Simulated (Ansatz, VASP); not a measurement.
## Two plane-wave programs on Mg7Se

```
CELL_PARAMETERS angstrom
0.00131 -0.00809 4.55217
6.43216 -0.00285 0.00194
-0.00281 6.41334 -0.01329
ATOMIC_POSITIONS crystal
Mg 0.08598 0.26108 0.26096
Mg 0.08678 0.73919 0.73905
Mg 0.08603 0.73851 0.26115
Mg 0.08646 0.26119 0.73947
Mg 0.58703 0.50019 0.99983
Mg 0.58863 0.00022 0.50001
Mg 0.59403 0.49998 0.50009
Se 0.77957 0.99964 0.99945
```

Change from the starting cell: cell x1, atoms moved at random (sigma 0.05 Å) and cell strained at random (1.5 %), then relaxed without symmetry.

Alike in both runs: functional PBE; k mesh 6 × 4 × 4; occupations gaussian, width 0.2 eV; no spin polarisation.

Ansatz relaxed the structure, and its values are those at the end. VASP's run is a single point on that final structure, the one shown.

|  | VASP | Ansatz |
| --- | --- | --- |
| version | VASP 6.6.1 | Ansatz 0.2.0 |
| potentials or method | VASP PAW PBE potentials, release 64 (Mg, Se), cutoff 520 eV | scalar-relativistic, plane waves, PAW |
| valence electrons in the cell | 20 | 86 |

Ansatz gave:

- gap on the k mesh at the Fermi level (eV): none
- pressure (GPa): 0.0
- rms of the force components (eV/Å): 0.003

Q: Which values does VASP return?

A: gap on the k mesh at the Fermi level (eV): none; pressure (GPa): -0.1; rms of the force components (eV/Å): 0.004.

A gap of «none» marks a metal or a gap that the smearing closes. With one functional, cell and mesh, what is left measures potentials, basis and numerics. VASP's potentials hold 20 valence electrons a cell and Ansatz's 86, so a difference there can come from the potentials and not from the codes.
